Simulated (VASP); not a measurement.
# Ru: single point with PBE

The system is Ru.

```
Ru
1.0
     0.00000    1.84111    2.14858
     1.84111    0.00000    2.14858
     1.84111    1.84111    0.00000
Ru
1
Direct
  0.00000 0.00000 0.00000
```

This cell differs from its parent crystal: volume 14.566 Å^3 an atom, c/a of the conventional cell 1.1670.

```yaml
Program: VASP 6.6.1
Task: single point
Functional: PBE
Potentials_or_basis: VASP PAW PBE potentials, release 64 (Ru_pv)
Cutoff: 520 eV
k_mesh: 22 × 22 × 22
Occupations: gaussian, width 0.15 eV
Spin: no spin polarisation
```

| Property | Result |
| --- | --- |
| Pressure | -10.5 GPa |
| Band gap on the k mesh | zero (band 7 reaches 13.24 eV, above the bottom of band 8 at 10.07 eV) |

Stress tensor (GPa, compression positive):
```
  1.86   0.00   0.00
  0.00   1.86   0.00
  0.00   0.00 -35.15
```

Levels at points of the mesh, in eV from the Fermi level:
```tsv
k point	band 4	band 5	band 6	band 7	band 8	band 9	band 10	band 11
(0.00, 0.00, 0.00)	-7.55	-3.52	-1.63	-1.63	-1.45	0.82	10.63	15.41
(0.50, 0.00, 0.00)	-5.61	-3.26	-1.62	1.00	1.15	1.79	9.35	10.63
(0.50, 0.50, 0.00)	-5.78	-5.38	1.49	1.66	1.82	1.82	10.02	10.63
(0.50, 0.00, 0.50)	-5.90	-5.27	1.01	1.19	2.85	4.54	10.63	11.44
```

Run time: 100 s on 1 thread of Intel(R) Xeon(R) 6975P-C (Granite Rapids) (shared host), peak memory 0.26 GiB.
